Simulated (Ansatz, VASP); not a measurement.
**CoO in VASP and in Ansatz**

Contents of INCAR:

```
SYSTEM = CoO
ALGO = Normal
EDIFF = 1E-6
ENCUT = 520
GGA = PE
ISIF = 2
ISMEAR = -1
ISPIN = 2
LASPH = .True.
LCHARG = .False.
LMAXMIX = 4
LORBIT = 11
LREAL = .False.
LWAVE = .False.
MAGMOM = 1.71 0
NBANDS = 18
NELM = 150
PREC = Accurate
SIGMA = 0.05
```

File KPOINTS:

```
k-points
0
Gamma
  10 10 10
  0 0 0
```

POSCAR

```
CoO
1.0
    1.6022198417      0.9250420569      2.5664708903
   -1.6022198417      0.9250420569      2.5664708903
    0.0000000000     -1.8500841138      2.5664708903
Co O
1 1
Direct
    0.9989783200      0.9989783200      0.9989783200
    0.7510210300      0.7510210300      0.7510210300
```

input.yaml

```yaml
crystal:
  lattice:
    - [1.6022198417, 0.9250420569, 2.5664708903]
    - [-1.6022198417, 0.9250420569, 2.5664708903]
    - [0.0, -1.8500841138, 2.5664708903]
  atoms:
    - { symbol: Co, position: [0.99897832, 0.99897832, 0.99897832], spin: 1.71 }
    - { symbol: O, position: [0.75102103, 0.75102103, 0.75102103] }
hamiltonian:
  xc: pbe
  pseudopotentials: { kind: paw }
magnetization:
  spin_polarized: true
kpoints:
  mp_grid: { grid: [10, 10, 10] }
scf:
  occupations: { method: fermi_dirac, width: 0.05 }
output:
  forces: true
  stress: true
  eigenvalues: true
```

Alike in both runs: task single point; functional PBE; k mesh 10 × 10 × 10; occupations fermi-dirac, width 0.05 eV; collinear spin.

|  | VASP | Ansatz |
| --- | --- | --- |
| version | VASP 6.6.1 | Ansatz 0.2.0 |
| potentials or method | VASP PAW PBE potentials, release 64 (Co, O) | Ansatz PAW |
| plane-wave cutoff (eV) | 520 | 420 |
| valence electrons in the cell | 15 | 23 |

Ansatz gave:

- gap on the k mesh at the Fermi level (eV): none
- pressure (GPa): -0.1
- traceless stress, the component that is largest in VASP (GPa): 3.56
- rms of the force components (eV/Å): 0.150
- net moment per atom (μB): 1.38
- size of the moment on the site where the two differ most (μB): 2.20

What did VASP give for the same quantities?

gap on the k mesh at the Fermi level (eV): none; pressure (GPa): -0.4; traceless stress, the component that is largest in VASP (GPa): 3.58; rms of the force components (eV/Å): 0.152; net moment per atom (μB): 1.37; size of the moment on the site where the two differ most (μB): 2.36.

Site moments also hang on the region over which each program counts them. Atom by atom the forces differ by 0.001 eV/Å (rms over components). A gap of «none» marks a metal or a gap that the smearing closes. VASP's potentials hold 15 valence electrons a cell and Ansatz's 23, so a difference there can come from the potentials and not from the codes.
